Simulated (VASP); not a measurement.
Input of a VASP 6.6.1 run:

Contents of INCAR:

```
PREC = Accurate
ENCUT = 600
EDIFF = 1E-6
ISMEAR = 0
SIGMA = 0.1
LREAL = F
LASPH = T
NELM = 100
ALGO = Normal
ISIF = 3
LWAVE = F
LCHARG = F
GGA = PE
IBRION = 2
NSW = 90
EDIFFG = -0.04
```

The input KPOINTS:

```
regular mesh
0
Gamma
  4 4 4
```

POSCAR

```
Ge3SbSe
1.0
    4.8756573200      0.0000000000      0.0000000000
    0.0000000000      4.8756573200      0.0000000000
    0.0000000000      0.0000000000      4.8104917400
Ge Sb Se
3 1 1
Direct
    0.0000000000      0.5000000000      0.0000000000
    0.5000000000      0.0000000000      0.0000000000
    0.0000000000      0.0000000000      0.0000000000
    0.0000000000      0.0000000000      0.5000000000
    0.5000000000      0.5000000000      0.5000000000
```

Potentials or basis: VASP PAW PBE potentials, release 64 (Ge_d, Sb, Se).

Launch:

```bash
$ cat potpaw_PBE.64/Ge_d/POTCAR potpaw_PBE.64/Sb/POTCAR potpaw_PBE.64/Se/POTCAR > POTCAR
$ mpirun -np 1 vasp_std > vasp.out
```

**Question.** What does it give for the space group after relaxing (to 0.05 Å)?

**Answer.** P4/mmm (No. 123).

**Question.** Predict the relaxed volume.

**Answer.** 26.90 Å³/atom.

Final structure:
```
CELL_PARAMETERS angstrom
5.04333 0.00000 0.00000
0.00000 5.04333 0.00000
0.00000 0.00000 5.28801
ATOMIC_POSITIONS crystal
Ge 0.00000 0.50000 0.00000
Ge 0.50000 0.00000 0.00000
Ge 0.00000 0.00000 0.00000
Sb 0.00000 0.00000 0.50000
Se 0.50000 0.50000 0.50000
```

Caveat: the volume moved by over 15 % at a fixed basis, so the end points are rough.
